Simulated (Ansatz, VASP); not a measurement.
# Two plane-wave programs on Hf3ZrS8

```
CELL_PARAMETERS angstrom
6.57236 -3.65781 0.00047
6.57236 3.65781 0.00047
0.00049 0.00000 6.33303
ATOMIC_POSITIONS crystal
Zr 0.50000 0.50000 0.50000
Hf 0.75032 0.24968 0.00000
Hf 0.24968 0.75032 0.00000
Hf 0.00000 0.00000 0.50000
S 0.88989 0.88989 0.16698
S 0.38972 0.38972 0.16416
S 0.64136 0.13795 0.66778
S 0.13795 0.64136 0.66778
S 0.86205 0.35864 0.33222
S 0.35864 0.86205 0.33222
S 0.61028 0.61028 0.83584
S 0.11011 0.11011 0.83302
```

Alike in both runs: functional PBE; k mesh 4 × 4 × 4; occupations gaussian, width 0.1 eV; no spin polarisation.

Ansatz relaxed the structure, and its values are those at the end. VASP's run is a single point on that final structure, the one shown.

|  | VASP | Ansatz |
| --- | --- | --- |
| version | VASP 6.6.1 | Ansatz 0.2.0 |
| potentials or method | VASP PAW PBE potentials, release 64 (Zr_sv, Hf_pv, S), cutoff 520 eV | scalar-relativistic, plane waves, PAW |
| valence electrons in the cell | 90 | 138 |

```tsv
	VASP	Ansatz	Ansatz less VASP
gap on the k mesh at the Fermi level (eV)	1.17	1.16	-0.010
least direct gap on the mesh (eV)	1.22	1.21	-0.011
pressure (GPa)	-0.3	0.1	+0.39
rms of the force components (eV/Å)	0.035	0.009	-0.0264
```

The functional is the same, so the differences come from potentials, cutoffs and numerics. VASP's potentials hold 90 valence electrons a cell and Ansatz's 138, so a difference there can come from the potentials and not from the codes.

Spin-orbit coupling is off throughout.
